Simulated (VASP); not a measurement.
# AlRu (CsCl type) (Pm-3m) in VASP: a series of runs

The runs below take AlRu (CsCl type) through single point, with PBE.

All numbers are computed with VASP 6.6.1; they aren't measurements. Logs are shortened: lines on timing, memory, paths and dates and some standing lists are left out, and cuts for length are marked.

**1. The cell of the first run**

Symmetry: Pm-3m, No. 221, cubic system. The conventional cell has a = 2.632 Å, b = 2.632 Å, c = 2.632 Å, α = 90.00°, β = 90.00°, γ = 90.00°. Within 3.0 Å of Ru (site symmetry m-3m) lie 8 Al at 2.28 Å and 6 Ru at 2.63 Å. Within 3.0 Å of Al (site symmetry m-3m) lie 8 Ru at 2.28 Å and 6 Al at 2.63 Å.

**2. Single point, PBE**

Contents of INCAR:

```
  ALGO = Normal
  EDIFF = 1E-7
  ENCUT = 520
  GGA = PE
  ISIF = 2
  ISMEAR = -1
  LASPH = True
  LCHARG = False
  LREAL = False
  LWAVE = False
  NBANDS = 16
  NELM = 60
  PREC = Accurate
  SIGMA = 0.1
```

Contents of KPOINTS:

```
k-points
0
Gamma
  15 15 15
```

Contents of POSCAR:

```
AlRu
1.0
    2.6316871928      0.0000000000      0.0000000000
    0.0000000000      2.6316871928      0.0000000000
    0.0000000000      0.0000000000      2.6316871928
Ru Al
1 1
Direct
    0.0000000000      0.0000000000      0.0000000000
    0.5000000000      0.5000000000      0.5000000000
```

Potentials or basis: VASP PAW PBE potentials, release 64 (Ru_pv, Al).

The run is started by

```bash
$ cat potpaw_PBE.64/Ru_pv/POTCAR potpaw_PBE.64/Al/POTCAR > POTCAR
$ mpirun -np 1 vasp_std > vasp.out
```

OUTCAR:

```text
EDIFF = 1E-7
   ENCUT = 520
   GGA = PE
   ISIF = 2
   ISMEAR = -1
   LASPH = True
   LREAL = False
   NELM = 60
   PREC = Accurate

 ion  position               nearest neighbor table
   1  0.000  0.000  0.000-   2 2.28   2 2.28   2 2.28   2 2.28   2 2.28   2 2.28   2 2.28   2 2.28

   2  0.500  0.500  0.500-   1 2.28   1 2.28   1 2.28   1 2.28   1 2.28   1 2.28   1 2.28   1 2.28

  LATTYP: Found a simple cubic cell.
 ALAT       =     2.6316871928

  Lattice vectors:

 A1 = (   2.6316871928,   0.0000000000,   0.0000000000)
 A2 = (   0.0000000000,   2.6316871928,   0.0000000000)
 A3 = (   0.0000000000,   0.0000000000,   2.6316871928)

Analysis of symmetry for initial positions (statically):
=====================================================================
 Subroutine PRICEL returns:
 Original cell was already a primitive cell.

 Routine SETGRP: Setting up the symmetry group for a
 simple cubic supercell.

 Subroutine GETGRP returns: Found 48 space group operations
 (whereof 48 operations were pure point group operations)
 out of a pool of 48 trial point group operations.

The static configuration has the point symmetry O_h .

Analysis of symmetry for dynamics (positions and initial velocities):
=====================================================================
 Subroutine PRICEL returns:
 Original cell was already a primitive cell.

 Routine SETGRP: Setting up the symmetry group for a
 simple cubic supercell.

 Subroutine GETGRP returns: Found 48 space group operations
 (whereof 48 operations were pure point group operations)
 out of a pool of 48 trial point group operations.

The dynamic configuration has the point symmetry O_h .

 Subroutine INISYM returns: Found 48 space group operations
 (whereof 48 operations are pure point group operations),
 and found     1 'primitive' translations

----------------------------------------------------------------------------------------

                                     Primitive cell

  volume of cell :      18.2265

  direct lattice vectors                    reciprocal lattice vectors
     2.631687193  0.000000000  0.000000000     0.379984370  0.000000000  0.000000000
     0.000000000  2.631687193  0.000000000     0.000000000  0.379984370  0.000000000
     0.000000000  0.000000000  2.631687193     0.000000000  0.000000000  0.379984370

  length of vectors
     2.631687193  2.631687193  2.631687193     0.379984370  0.379984370  0.379984370

  position of ions in fractional coordinates (direct lattice)
     0.000000000  0.000000000  0.000000000
     0.500000000  0.500000000  0.500000000

  ion indices of the primitive-cell ions
   primitive index   ion index
                 1           1
                 2           2

----------------------------------------------------------------------------------------

 KPOINTS: k-points

Automatic generation of k-mesh.
 Grid dimensions read from file:
 generate k-points for:   15   15   15

 Generating k-lattice:

  Cartesian coordinates                     Fractional coordinates (reciprocal lattice)
     0.025332291  0.000000000  0.000000000     0.066666667  0.000000000  0.000000000
     0.000000000  0.025332291  0.000000000     0.000000000  0.066666667  0.000000000
     0.000000000  0.000000000  0.025332291     0.000000000  0.000000000  0.066666667

  Length of vectors
     0.025332291  0.025332291  0.025332291

  Shift w.r.t. Gamma in fractional coordinates (k-lattice)
     0.000000000  0.000000000  0.000000000

 Subroutine IBZKPT returns following result:
 ===========================================

 Found    120 irreducible k-points:

 Following reciprocal coordinates:
            Coordinates               Weight
  0.000000  0.000000  0.000000      1.000000
  0.066667  0.000000  0.000000      6.000000
  0.133333  0.000000  0.000000      6.000000
  0.200000  0.000000  0.000000      6.000000
  0.266667  0.000000  0.000000      6.000000
  0.333333  0.000000  0.000000      6.000000
[... 16 lines left out ...]
  0.266667  0.200000  0.000000     24.000000
  0.333333  0.200000  0.000000     24.000000
 [... further k-points ...]
   k-points           NKPTS =    120   k-points in BZ     NKDIM =    120   number of bands    NBANDS=     16
   number of dos      NEDOS =    301   number of ions     NIONS =      2
   total plane-waves  NPLWV =   8000
   dimension x,y,z NGX =    20 NGY =   20 NGZ =   20
   dimension x,y,z NGXF=    40 NGYF=   40 NGZF=   40
   ions per type =               1   1
   NGX,Y,Z   is equivalent  to a cutoff of  12.63, 12.63, 12.63 a.u.
   NGXF,Y,Z  is equivalent  to a cutoff of  25.27, 25.27, 25.27 a.u.
 SYSTEM =  unknown system
   PREC   = accura    normal or accurate (medium, high low for compatibility)
   ISTART =      0    job   : 0-new  1-cont  2-samecut
   ICHARG =      2    charge: 1-file 2-atom 10-const
   ISPIN  =      1    spin polarized calculation?
   LNONCOLLINEAR =      F non collinear calculations
   LSORBIT =      F    spin-orbit coupling
   LASPH  =      T    aspherical Exc in radial PAW
   ENCUT  =  520.0 eV  38.22 Ry    6.18 a.u.   4.89  4.89  4.89*2*pi/ulx,y,z
   NELM   =     60;   NELMIN=  2; NELMDL= -5     # of ELM steps
   EDIFF  = 0.1E-06   stopping-criterion for ELM
   LREAL  =      F    real-space projection
   EDIFFG = 0.1E-05   stopping-criterion for IOM
   NSW    =      0    number of steps for IOM
   IBRION =     -1    ionic relax: 0-MD 1-quasi-New 2-CG
   NFREE  =      0    steps in history (QN), initial steepest desc. (CG)
   ISIF   =      2    stress and relaxation
   ISYM   =      2    0-nonsym 1-usesym 2-fastsym
   POTIM  = 0.5000    time-step for ionic-motion
   TEBEG  =    0.0;   TEEND  =   0.0 temperature during run
   PSTRESS=    0.0 pullay stress
   NELECT =      17.0000    total number of electrons
   NUPDOWN=      -1.0000    fix difference up-down
   EMIN   =  10.00;   EMAX   =-10.00  energy-range for DOS
   EFERMI =   0.00;   METHOD = LEGACY
   ISMEAR =    -1;   SIGMA  =   0.10  broadening in eV -4-tet -1-fermi 0-gaus
   EFERMI_NEDOS =   21; number of points for ismear=-14 and -15
   IALGO  =     38    algorithm
   IMIX   =      4    mixing-type and parameters
     AMIX     =   0.40;   BMIX     =  1.00
     AMIX_MAG =   1.60;   BMIX_MAG =  1.00
  volume/ion in A,a.u.               =       9.11        61.50
  Fermi-wavevector in a.u.,A,eV,Ry     =   1.599522  3.022658 34.810104  2.558470
  Thomas-Fermi vector in A             =   2.696802
   LORBIT       =      0    0 simple, 1 ext, 2 COOP (PROOUT), +10 PAW based schemes
   GGA     = PE    functional components
[... 5 lines left out ...]
 non-spin polarized calculation
  energy-cutoff  :      520.00
  volume of cell :       18.23
 maximum number of plane-waves:       501
 NGX is ok and might be reduce to    20
   NGX =  9   NGY =  9   NGZ =  9

 number of electron      16.9999990 magnetization

 Free energy of the ion-electron system (eV)
  ---------------------------------------------------
  ext. energy  EPLUGINS =         0.00000000
  ---------------------------------------------------
  free energy    TOTEN  =       -10.55108671 eV

  energy without entropy =      -10.52431861  energy(sigma->0) =      -10.53770266

 E-fermi :  17.2828     XC(G=0): -14.6757

 val. band max:       17.2500527068   @ k =   0.3333   0.1333   0.0000
 cond. band min:      17.3269756124   @ k =   0.0667   0.0667   0.0000
 fundamental gap:      0.0769229056
 Fermi energy:        17.2828305155

 k-point     1 :       0.0000    0.0000    0.0000
  band No.  band energies     occupation
      1     -24.7106      2.00000
      2     -24.7106      2.00000
      3     -24.7106      2.00000
      4       5.2327      2.00000
      5      10.9119      2.00000
      6      10.9119      2.00000
[... 8 lines left out ...]
     15      30.5848      0.00000
     16      39.1042      0.00000

 k-point     2 :       0.0667    0.0000    0.0000
  band No.  band energies     occupation
      1     -24.7482      2.00000
      2     -24.7076      2.00000
      3     -24.7076      2.00000
      4       5.3564      2.00000
      5      10.9612      2.00000
      6      10.9991      2.00000
[... 8 lines left out ...]
     15      31.0205      0.00000
     16      39.0865      0.00000

 k-point     3 :       0.1333    0.0000    0.0000
  band No.  band energies     occupation
      1     -24.8535      2.00000
      2     -24.6989      2.00000
      3     -24.6989      2.00000
      4       5.7153      2.00000
      5      11.1046      2.00000
      6      11.2397      2.00000
[... 8 lines left out ...]
     15      31.9408      0.00000
     16      38.9438      0.00000

 k-point     4 :       0.2000    0.0000    0.0000
  band No.  band energies     occupation
      1     -25.0063      2.00000
      2     -24.6861      2.00000
      3     -24.6861      2.00000
      4       6.2752      2.00000
      5      11.3273      2.00000
      6      11.5640      2.00000
[... 8 lines left out ...]
     15      32.8719      0.00000
     16      38.5209      0.00000
[... 324 lines left out ...]
 k-point    22 :       0.2000    0.2000    0.0000
  band No.  band energies     occupation
      1     -24.9894      2.00000
      2     -24.9593      2.00000
      3     -24.6608      2.00000
      4       7.2224      2.00000
      5      11.6552      2.00000
      6      12.2505      2.00000
[... 8 lines left out ...]
     15      33.8722      0.00000
     16      37.6218      0.00000

 k-point    23 :       0.2667    0.2000    0.0000
  band No.  band energies     occupation
      1     -25.1436      2.00000
      2     -24.9538      2.00000
      3     -24.6456      2.00000
      4       7.8459      2.00000
      5      11.6911      2.00000
      6      12.6309      2.00000
[... 8 lines left out ...]
     15      34.9945      0.00000
     16      36.4477      0.00000

 k-point    24 :       0.3333    0.2000    0.0000
  band No.  band energies     occupation
      1     -25.3005      2.00000
      2     -24.9362      2.00000
      3     -24.6310      2.00000
      4       8.5331      2.00000
      5      11.5185      2.00000
      6      12.8663      2.00000
[... 8 lines left out ...]
     15      35.1232      0.00000
     16      35.4049      0.00000

 [... further k-points ...]

------------------------ aborting loop because EDIFF is reached ----------------------------------------

  FORCE on cell =-STRESS in cart. coord.  units (eV):
  Direction    XX          YY          ZZ          XY          YZ          ZX
  --------------------------------------------------------------------------------------
  -------------------------------------------------------------------------------------
  Total       21.7325770     21.7325770     21.7325770      0.0000000      0.0000000     -0.0000000
  in kB     1910.3766802   1910.3766802   1910.3766802      0.0000000      0.0000000     -0.0000000
  external PRESSURE =    1910.3766802 kB  Pullay stress =       0.0000000 kB

 VOLUME and BASIS-vectors are now :
 -----------------------------------------------------------------------------
  energy-cutoff  :      520.00
  volume of cell :       18.23
      direct lattice vectors                 reciprocal lattice vectors
     2.631687193  0.000000000  0.000000000     0.379984370  0.000000000  0.000000000
     0.000000000  2.631687193  0.000000000     0.000000000  0.379984370  0.000000000
     0.000000000  0.000000000  2.631687193     0.000000000  0.000000000  0.379984370

 POSITION                                       TOTAL-FORCE (eV/Angst)
 -----------------------------------------------------------------------------------
      0.00000      0.00000      0.00000         0.000000      0.000000      0.000000
      1.31584      1.31584      1.31584         0.000000      0.000000      0.000000
 -----------------------------------------------------------------------------------
    total drift:                               -0.000000      0.000000      0.000000

  FREE ENERGIE OF THE ION-ELECTRON SYSTEM (eV)
  ---------------------------------------------------
  free  energy   TOTEN  =       -10.5510867112 eV

  energy  without entropy=      -10.5243186110  energy(sigma->0) =      -10.53770266
```

Wall time 11 s (1 thread of Intel Xeon 6975P-C (Granite Rapids), shared host); peak memory 0.15 GiB.

What came out:

```
Free energy            : -10.5511 eV
Pressure               : 191.0 GPa
Band gap on the k mesh : zero (an odd number of electrons rules out a gap without spin polarisation)
```

Levels at points of the mesh, in eV from the Fermi level:
```
           k point  band 6  band 7  band 8  band 9  band 10  band 11  band 12  band 13
(0.00, 0.00, 0.00)   -6.37    0.25    0.25    0.25     8.25     8.25     8.25    12.19
```

Caveat: the cell stands under pressure; an empty level that is flat over the whole mesh can mark a ghost state of the potentials, or a narrow d or f band.

**3. Single point, PBE**

Contents of INCAR:

```
SYSTEM = AlRu
  PREC = Accurate
  ENCUT = 520
  EDIFF = 1E-6
  ISMEAR = -1
  SIGMA = 0.1
  LREAL = .False.
  LASPH = .True.
  NELM = 80
  ALGO = Normal
  ISIF = 2
  LWAVE = .False.
  LCHARG = .True.
  GGA = PE
  LELF = .True.
  LVHAR = .True.
  NBANDS = 16
```

Contents of KPOINTS:

```
regular mesh
0
Gamma
  15 15 15
  0 0 0
```

Contents of POSCAR:

```
AlRu
1.0
    2.6310029002      0.0000000000      0.0000000000
    0.0000000000      2.6310029002      0.0000000000
    0.0000000000      0.0000000000      2.6310029002
Ru Al
1 1
Direct
    0.0000000000      0.0000000000      0.0000000000
    0.5000000000      0.5000000000      0.5000000000
```

Potentials or basis: VASP PAW PBE potentials, release 64 (Ru_pv, Al).

The run is started by

```bash
$ cat potpaw_PBE.64/Ru_pv/POTCAR potpaw_PBE.64/Al/POTCAR > POTCAR
$ mpirun -np 1 vasp_std > vasp.out
```

Run time: 9.5 s. Hardware: 1 thread of Intel Xeon 6975P-C (Granite Rapids), shared host; peak memory 0.15 GiB.

It converged, with:

```yaml
Free_energy: -10.5341 eV
Pressure: 191.8 GPa
Band_gap_on_the_k_mesh: zero (an odd number of electrons rules out a gap without spin polarisation)
```

Levels at points of the mesh, in eV from the Fermi level:
```csv
k point,band 6,band 7,band 8,band 9,band 10,band 11,band 12,band 13
"(0.00, 0.00, 0.00)",-6.38,0.25,0.25,0.25,8.26,8.26,8.26,12.19
```

Caveat: the cell stands under pressure; an empty level that is flat over the whole mesh can mark a ghost state of the potentials, or a narrow d or f band.
